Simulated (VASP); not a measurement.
Set up this calculation in VASP 6.6.1, as the native input.

| Quantity | Value |
| --- | --- |
| Task | single point |
| Functional | LDA |
| Potentials or basis | VASP PAW LDA potentials, release 64 (Bi_d, Rh_pv) |
| Cutoff | 520 eV |
| k mesh | 12 × 12 × 7 |
| Occupations | fermi-dirac, width 0.03 eV |
| Spin | no spin polarisation |
| Dipole correction | no |
| Further INCAR settings | ALGO = Normal; EDIFF = 1e-07; NBANDS = 38 |

The structure of BiRh lies in POSCAR:

```
BiRh
1.0
    4.0121208474      0.0000000000      0.0000000000
   -2.0060604236      3.4745985769      0.0000000000
    0.0000000000      0.0000000000      5.6630000000
Bi Rh
2 2
Direct
    0.3333333333      0.6666666667      0.2500000000
    0.6666666667      0.3333333333      0.7500000000
    0.0000000000      0.0000000000      0.0000000000
    0.0000000000      0.0000000000      0.5000000000
```

This cell differs from its parent crystal: equal xx and yy strain of -2 %.

These files were run (other wordings do the same):

INCAR

```
  PREC = Accurate
  ENCUT = 520
  EDIFF = 1E-7
  ISMEAR = -1
  SIGMA = 0.03
  LREAL = F
  LASPH = T
  NELM = 60
  ALGO = Normal
  ISIF = 2
  LWAVE = F
  LCHARG = F
  GGA = CA
  NBANDS = 38
```

KPOINTS

```
regular mesh
0
Gamma
  12 12 7
```

Potentials or basis: VASP PAW LDA potentials, release 64 (Bi_d, Rh_pv).

Run with:

```sh
$ cat potpaw_LDA.64/Bi_d/POTCAR potpaw_LDA.64/Rh_pv/POTCAR > POTCAR
$ mpirun -np 1 vasp_std > vasp.out
```

It gave:

```yaml
Pressure: 3.4 GPa
Band_gap_on_the_k_mesh: zero (bands 30 and 31 overlap by 2.85 eV)
```

Caveat: the cell differs from its parent crystal (equal xx and yy strain of -2 %); the cell stands under pressure; spin-orbit coupling is left out, which moves the levels of the heavy elements.

Wall time 86 s on 1 thread of AMD EPYC 9R45 96-Core Processor (Zen 5) (shared host), peak memory 0.26 GiB.
